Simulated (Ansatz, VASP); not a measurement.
## One calculation of Bi2Se3, two programs

```xyz
5
Lattice="2.0715 1.1960 9.5453 -2.0715 1.1960 9.5453 0.0000 -2.3920 9.5453" Properties=species:S:1:pos:R:3 pbc="T T T"
Bi    0.0000    0.0000   11.4718
Bi    0.0000    0.0000   17.1642
Se    0.0000    0.0000    0.0000
Se    0.0000    0.0000    6.0466
Se    0.0000    0.0000   22.5894
```

Alike in both runs: functional PBE; k mesh 9 × 9 × 9; occupations fermi-dirac, width 0.02 eV; no spin polarisation.

Ansatz relaxed the structure, and its values are those at the end. VASP's run is a single point on that final structure, the one shown.

```csv
,VASP,Ansatz
version,VASP 6.6.1,Ansatz 0.2.0
potentials or method,"VASP PAW PBE potentials, release 64 (Bi_d, Se)","plane-wave PAW, scalar-relativistic"
plane-wave cutoff (eV),520,420
valence electrons in the cell,48,78
```

|  | VASP | Ansatz | Ansatz less VASP |
| --- | --- | --- | --- |
| pressure (GPa) | 2.3 | 2.2 | -0.02 |
| rms of the force components (eV/Å) | 0.012 | 0.006 | -0.0054 |

The functional is the same, so the differences come from potentials, cutoffs and numerics. VASP's potentials hold 48 valence electrons a cell and Ansatz's 78, so a difference there can come from the potentials and not from the codes. Ansatz's warnings: stress scf threshold loose.

Neither program's run includes spin-orbit coupling.
